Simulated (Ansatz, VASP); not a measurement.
## One calculation of SiO2, two programs

```xyz
6
Lattice="-2.4206 2.4206 3.8174 2.4206 -2.4206 3.8174 2.4206 2.4206 -3.8174" Properties=species:S:1:pos:R:3 pbc="T T T"
Si    0.0000    0.0000    0.0000
Si    0.0000    2.4206    1.9087
O     1.2103    3.0179    2.8631
O     0.5973    1.2103    0.9544
O    -1.2103    1.8233    2.8631
O    -0.5973    3.6309    0.9544
```

Change from the starting cell: volume scaled by 1.06.

Alike in both runs: task single point; functional PBE; k mesh 7 × 7 × 7; occupations fermi-dirac, width 0.03 eV; no spin polarisation.

```csv
,VASP,Ansatz
version,VASP 6.6.1,Ansatz 0.2.0
potentials or method,"VASP PAW PBE potentials, release 64 (Si, O), cutoff 520 eV","all-electron LAPW, scalar-relativistic"
```

VASP gave:

| Quantity | Value |
| --- | --- |
| gap on the k mesh at the Fermi level (eV) | 5.62 |
| pressure (GPa) | -5.4 |
| traceless stress, the component that is largest in VASP (GPa) | -1.44 |
| rms of the force components (eV/Å) | 0.262 |

Question: Which values does Ansatz return?

Answer: gap on the k mesh at the Fermi level (eV): 5.63; pressure (GPa): -5.5; traceless stress, the component that is largest in VASP (GPa): -1.49; rms of the force components (eV/Å): 0.262.

Atom by atom the forces differ by 0.000 eV/Å (rms over components). Ansatz ran all-electron here, and VASP with PAW potentials.
